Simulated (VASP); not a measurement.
Mo:

```xyz
1
Lattice="2.7355 0.0000 0.0000 -1.3678 2.3690 0.0000 0.0000 0.0000 2.5552" Properties=species:S:1:pos:R:3 pbc="T T T"
Mo    0.0000    0.0000    1.2776
```

* Program: VASP 6.6.1
* Task: relaxation of cell and atoms
* Functional: PBEsol
* Potentials or basis: VASP PAW PBE potentials, release 64 (Mo_sv)
* Cutoff: 600 eV
* k mesh: 13 × 13 × 12
* Occupations: fermi-dirac, width 0.1 eV
* Spin: no spin polarisation

At the start: pressure -3.3 GPa; volume 16.56 Å³/atom.

How do energy, volume and symmetry change on relaxing?

Over 5 steps the energy falls by 9.6 meV/atom and the volume is 16.28 Å³/atom (-1.7 %); space group P6/mmm (No. 191, to 0.05 Å).

Step by step:
| step | energy change (eV) | largest force (eV/Å) | pressure (GPa) | volume (Å³) |
| --- | --- | --- | --- | --- |
| 1 | 0.0000 | 0.0000 | -3.34 | 16.56 |
| 2 | 0.0038 | 0.0000 | 8.05 | 15.74 |
| 3 | -0.0077 | 0.0000 | 1.45 | 16.18 |
| 4 | -0.0089 | 0.0000 | -0.87 | 16.34 |
| 5 | -0.0096 | 0.0000 | -0.02 | 16.28 |

Final structure:
```xyz
1
Lattice="2.7459 0.0000 0.0000 -1.3729 2.3780 0.0000 0.0000 0.0000 2.4934" Properties=species:S:1:pos:R:3 pbc="T T T"
Mo    0.0000    0.0000    1.2467
```

Caveat: the PAW data sets were made with another functional, which shifts forces and pressure a little.
